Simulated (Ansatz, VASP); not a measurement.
Mo in VASP and in Ansatz

Contents of POSCAR:

```
Mo
1.0
   -1.5838089719      1.5838089719      1.5838089719
    1.5838089719     -1.5838089719      1.5838089719
    1.5838089719      1.5838089719     -1.5838089719
Mo
1
Direct
    0.0000000000      0.0000000000      0.0000000000
```

Contents of INCAR.step1:

```
SYSTEM = Mo
  PREC = Accurate
  ENCUT = 520
  EDIFF = 1E-5
  ISMEAR = -1
  SIGMA = 0.05
  LREAL = .False.
  LASPH = .True.
  NELM = 60
  ALGO = Normal
  ISIF = 2
  LWAVE = .True.
  NBANDS = 13
  GGA = PE
```

File INCAR.step2:

```
SYSTEM = Mo
  PREC = Accurate
  ENCUT = 520
  EDIFF = 1E-6
  ISMEAR = -1
  SIGMA = 0.05
  LREAL = .False.
  LASPH = .True.
  NELM = 60
  ALGO = Normal
  ISIF = 2
  LWAVE = .False.
  LCHARG = .True.
  GGA = PE
  LHFCALC = .True.
  AEXX = 0.25
  PRECFOCK = Normal
  LELF = .True.
  LVHAR = .True.
  NBANDS = 13
  ISTART = 1
```

The input KPOINTS:

```
Automatic mesh
0
Gamma
  8 8 8
  0 0 0
```

File input:

```
crystal:
  lattice:
    - [-1.5838089719, 1.5838089719, 1.5838089719]
    - [1.5838089719, -1.5838089719, 1.5838089719]
    - [1.5838089719, 1.5838089719, -1.5838089719]
  atoms:
    - { symbol: Mo, position: [0.0, 0.0, 0.0] }
hamiltonian:
  xc: pbe0
  pseudopotentials: { kind: paw }
kpoints:
  mp_grid: { grid: [8, 8, 8] }
scf:
  occupations: { method: fermi_dirac, width: 0.05 }
output:
  forces: true
  stress: true
  eigenvalues: true
```

Alike in both runs: task single point; functional PBE0; k mesh 8 × 8 × 8; occupations fermi-dirac, width 0.05 eV; no spin polarisation.

|  | VASP | Ansatz |
| --- | --- | --- |
| version | VASP 6.6.1 | Ansatz 0.2.0 |
| potentials or method | VASP PAW PBE potentials, release 64 (Mo_sv) | Ansatz PAW |
| plane-wave cutoff (eV) | 520 | 420 |
| valence electrons in the cell | 14 | 14 |

Ansatz gave:

* gap on the k mesh at the Fermi level (eV): none
* pressure (GPa): -6.8

Problem. Estimate VASP's values.

Solution. gap on the k mesh at the Fermi level (eV): none; pressure (GPa): -6.0.

A gap of «none» marks a metal or a gap that the smearing closes. The functional is the same, so the differences come from potentials, cutoffs and numerics.
